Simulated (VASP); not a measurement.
# Fe (Fd-3m) in VASP: further runs, part 2 of 2

VASP 6.6.1. Earlier steps stand in the parts before.

## Step 5: Single point, revPBE, collinear spin, antiferromagnetic start

This run uses another cell than the first one, of 14.73 Å³/atom, 1.136 times its volume.

The input, INCAR:

```
SYSTEM = Fe
PREC = Accurate
ENCUT = 520
EDIFF = 1E-6
ISMEAR = -1
SIGMA = 0.05
LREAL = .False.
LASPH = .True.
NELM = 150
ALGO = Normal
ISIF = 2
LWAVE = .False.
LCHARG = .False.
ISPIN = 2
MAGMOM = 2.5 -2.5
LORBIT = 11
LMAXMIX = 4
GGA = RE
NBANDS = 19
```

The input, KPOINTS:

```
Automatic mesh
0
Gamma
  13 13 13
  0 0 0
```

The input, POSCAR:

```
Fe
1.0
    0.0000000000      2.4514956531      2.4514956531
    2.4514956531      0.0000000000      2.4514956531
    2.4514956531      2.4514956531      0.0000000000
Fe
2
Direct
    0.1250000000      0.1250000000      0.1250000000
    0.8750000000      0.8750000000      0.8750000000
```

Potentials or basis: VASP PAW PBE potentials, release 64 (Fe).

Command:

```console
cat potpaw_PBE.64/Fe/POTCAR > POTCAR
mpirun -np 1 vasp_std > vasp.out
```

OUTCAR:

```text
SYSTEM = Fe
   PREC = Accurate
   ENCUT = 520
   EDIFF = 1E-6
   ISMEAR = -1
   LREAL = .False.
   LASPH = .True.
   NELM = 150
   ISIF = 2
   ISPIN = 2
   LORBIT = 11
   GGA = RE

 ion  position               nearest neighbor table
   1  0.125  0.125  0.125-   2 2.12   2 2.12   2 2.12   2 2.12
   2  0.875  0.875  0.875-   1 2.12   1 2.12   1 2.12   1 2.12

  LATTYP: Found a face centered cubic cell.
 ALAT       =     4.9029913062

  Lattice vectors:

 A1 = (   0.0000000000,   2.4514956531,   2.4514956531)
 A2 = (   2.4514956531,   0.0000000000,   2.4514956531)
 A3 = (   2.4514956531,   2.4514956531,   0.0000000000)

Analysis of symmetry for initial positions (statically):
=====================================================================
 Subroutine PRICEL returns:
 Original cell was already a primitive cell.

 Routine SETGRP: Setting up the symmetry group for a
 face centered cubic supercell.

 Subroutine GETGRP returns: Found 48 space group operations
 (whereof 12 operations were pure point group operations)
 out of a pool of 48 trial point group operations.

The static configuration has the point symmetry D_3d.
[... 722 lines left out ...]
  band No.  band energies     occupation
      1      -3.0221      1.00000
      2       0.8727      1.00000
      3       0.8727      1.00000
      4       1.1497      1.00000
      5       1.1497      1.00000
      6       1.1497      1.00000
[... 517 lines left out ...]
     18      21.6879      0.00000
     19      23.3156      0.00000

 [... further k-points ...]
[... 5 lines left out ...]
  --------------------------------------------------------------------------------------
  -------------------------------------------------------------------------------------
  Total       -0.2483990     -0.2483990     -0.2483990      0.0000000     -0.0000000      0.0000000
  in kB      -13.5063213    -13.5063213    -13.5063213      0.0000000     -0.0000000      0.0000000
  external PRESSURE =     -13.5063213 kB  Pullay stress =       0.0000000 kB

 VOLUME and BASIS-vectors are now :
 -----------------------------------------------------------------------------
  energy-cutoff  :      520.00
  volume of cell :       29.47
      direct lattice vectors                 reciprocal lattice vectors
     0.000000000  2.451495653  2.451495653    -0.203957123  0.203957123  0.203957123
     2.451495653  0.000000000  2.451495653     0.203957123 -0.203957123  0.203957123
     2.451495653  2.451495653  0.000000000     0.203957123  0.203957123 -0.203957123

 POSITION                                       TOTAL-FORCE (eV/Angst)
 -----------------------------------------------------------------------------------
      0.61287      0.61287      0.61287        -0.000000     -0.000000     -0.000000
      4.29012      4.29012      4.29012         0.000000      0.000000      0.000000
 -----------------------------------------------------------------------------------
    total drift:                                0.000000     -0.000000     -0.000000

  FREE ENERGIE OF THE ION-ELECTRON SYSTEM (eV)
  ---------------------------------------------------
  free  energy   TOTEN  =       -13.1732963117 eV

  energy  without entropy=      -13.1520401892  energy(sigma->0) =      -13.16266825

 total charge

# of ion       s       p       d       tot
------------------------------------------
    1        0.576   0.425   6.442   7.443
    2        0.576   0.425   6.442   7.443
--------------------------------------------------
tot          1.152   0.851  12.883  14.886

 magnetization (x)

# of ion       s       p       d       tot
------------------------------------------
    1       -0.000  -0.000  -0.000  -0.000
    2        0.000   0.000   0.000   0.000
--------------------------------------------------
tot          0.000   0.000   0.000   0.000
```

OSZICAR:

```text
N       E                     dE             d eps       ncg     rms          rms(c)
DAV:   1     0.856505936601E+02    0.85651E+02   -0.66798E+03  6432   0.102E+03
DAV:   2    -0.105738803332E+02   -0.96224E+02   -0.82251E+02  6414   0.198E+02
DAV:   3    -0.142905520102E+02   -0.37167E+01   -0.35093E+01  7092   0.518E+01
DAV:   4    -0.143234197214E+02   -0.32868E-01   -0.32848E-01  7339   0.465E+00
DAV:   5    -0.143238487264E+02   -0.42900E-03   -0.42900E-03  7140   0.493E-01    0.131E+01
DAV:   6    -0.132929657804E+02    0.10309E+01   -0.49907E+00  7414   0.462E+01    0.605E+00
DAV:   7    -0.130898071299E+02    0.20316E+00   -0.76593E-01  7989   0.168E+01    0.292E+00
DAV:   8    -0.131293848445E+02   -0.39578E-01   -0.49611E-02 10330   0.392E+00    0.158E+00
DAV:   9    -0.131656281402E+02   -0.36243E-01   -0.61218E-02  9973   0.661E+00    0.618E-01
DAV:  10    -0.131722928546E+02   -0.66647E-02   -0.17605E-02 10418   0.259E+00    0.219E-01
DAV:  11    -0.131728498863E+02   -0.55703E-03   -0.22349E-03 10409   0.657E-01    0.210E-01
DAV:  12    -0.131732630063E+02   -0.41312E-03   -0.17550E-03 10039   0.133E+00    0.794E-02
DAV:  13    -0.131732730785E+02   -0.10072E-04   -0.28209E-04  9721   0.424E-01    0.427E-02
DAV:  14    -0.131732899369E+02   -0.16858E-04   -0.31541E-05 10126   0.155E-01    0.165E-02
DAV:  15    -0.131732951178E+02   -0.51809E-05   -0.11315E-05  9825   0.920E-02    0.264E-03
DAV:  16    -0.131732962616E+02   -0.11438E-05   -0.26795E-06  5731   0.117E-02    0.820E-04
DAV:  17    -0.131732963117E+02   -0.50090E-07   -0.70245E-08  3546   0.259E-03
   1 F= -.13173296E+02 E0= -.13162668E+02  d E =-.212561E-01  mag=     0.0000
```

stdout:

```text
POSCAR found type information on POSCAR Fe
 POSCAR found :  1 types and       2 ions
 scaLAPACK will be used
 -----------------------------------------------------------------------------
|                                                                             |
|                                                                             |
|     You enforced a specific xc type in the INCAR file but a different       |
|     I HOPE YOU KNOW WHAT YOU ARE DOING!                                     |
|                                                                             |
 -----------------------------------------------------------------------------

 LDA part: xc-table for (Slater+PW92), standard interpolation
 POSCAR, INCAR and KPOINTS ok, starting setup
 FFT: planning ... GRIDC
 FFT: planning ... GRID_SOFT
 FFT: planning ... GRID
 WAVECAR not read
 entering main loop
```

Run time: 54 s. Hardware: 1 thread of Intel Xeon 6975P-C (Granite Rapids), shared host; peak memory 0.21 GiB.

What came out:

```
Free energy                                           : -13.1733 eV
Pressure                                              : -1.4 GPa
Band gap on the k mesh                                : zero (filled and empty bands overlap)
Net moment                                            : 0.00 μB per cell
Valence electrons inside the program's atomic spheres : Fe 7.44
```

Levels at points of the mesh, in eV from the Fermi level:
Spin up:
```csv
k point,band 6,band 7,band 8,band 9,band 10,band 11
"(0.00, 0.00, 0.00)",-2.38,-0.37,-0.37,-0.37,1.20,1.20
```
Spin down:
| k point | band 5 | band 6 | band 7 | band 8 | band 9 | band 10 | band 11 | band 12 |
| --- | --- | --- | --- | --- | --- | --- | --- | --- |
| (0.00, 0.00, 0.00) | -2.38 | -2.38 | -0.37 | -0.37 | -0.37 | 1.20 | 1.20 | 14.10 |

Caveat: the starting moments collapsed, and a magnetic state may lie lower; the PAW data sets were made with another functional, which shifts forces and pressure a little.

## Step 6: Single point, revPBE, collinear spin, antiferromagnetic start (volume scaled by 1.04)

The input, INCAR:

```
  ALGO = Normal
  EDIFF = 1E-7
  ENCUT = 520
  GGA = RE
  ISIF = 2
  ISMEAR = -1
  ISPIN = 2
  LASPH = True
  LCHARG = False
  LMAXMIX = 4
  LORBIT = 11
  LREAL = False
  LWAVE = False
  MAGMOM = 2.5 -2.5
  NBANDS = 19
  NELM = 150
  PREC = Accurate
  SIGMA = 0.05
```

The input, KPOINTS:

```
k-points
0
Gamma
  13 13 13
```

The input, POSCAR:

```
Fe
1.0
    0.0000000000      2.4837558744      2.4837558744
    2.4837558744      0.0000000000      2.4837558744
    2.4837558744      2.4837558744      0.0000000000
Fe
2
Direct
    0.1250000000      0.1250000000      0.1250000000
    0.8750000000      0.8750000000      0.8750000000
```

Potentials or basis: VASP PAW PBE potentials, release 64 (Fe).

Command:

```console
cat potpaw_PBE.64/Fe/POTCAR > POTCAR
mpirun -np 1 vasp_std > vasp.out
```

Run time: 57 s. Hardware: 1 thread of Intel Xeon 6975P-C (Granite Rapids), shared host; peak memory 0.22 GiB.

Results (log left out):

```
Free energy                                           : -13.1446 eV
Pressure                                              : -6.3 GPa
Band gap on the k mesh                                : zero (filled and empty bands overlap)
Net moment                                            : 0.00 μB per cell
Valence electrons inside the program's atomic spheres : Fe 7.37
```

Levels at points of the mesh, in eV from the Fermi level:
Spin up:
```csv
k point,band 4,band 5,band 6,band 7,band 8,band 9,band 10,band 11,band 12,band 13
"(0.00, 0.00, 0.00)",-2.28,-2.28,-2.28,-0.35,-0.35,-0.35,1.13,1.13,13.70,13.70
```
Spin down:
| k point | band 5 | band 6 | band 7 | band 8 | band 9 | band 10 | band 11 | band 12 |
| --- | --- | --- | --- | --- | --- | --- | --- | --- |
| (0.00, 0.00, 0.00) | -2.28 | -2.28 | -0.35 | -0.35 | -0.35 | 1.13 | 1.13 | 13.70 |

Caveat: the cell differs from its parent crystal (volume scaled by 1.04); the starting moments collapsed, and a magnetic state may lie lower; the PAW data sets were made with another functional, which shifts forces and pressure a little.
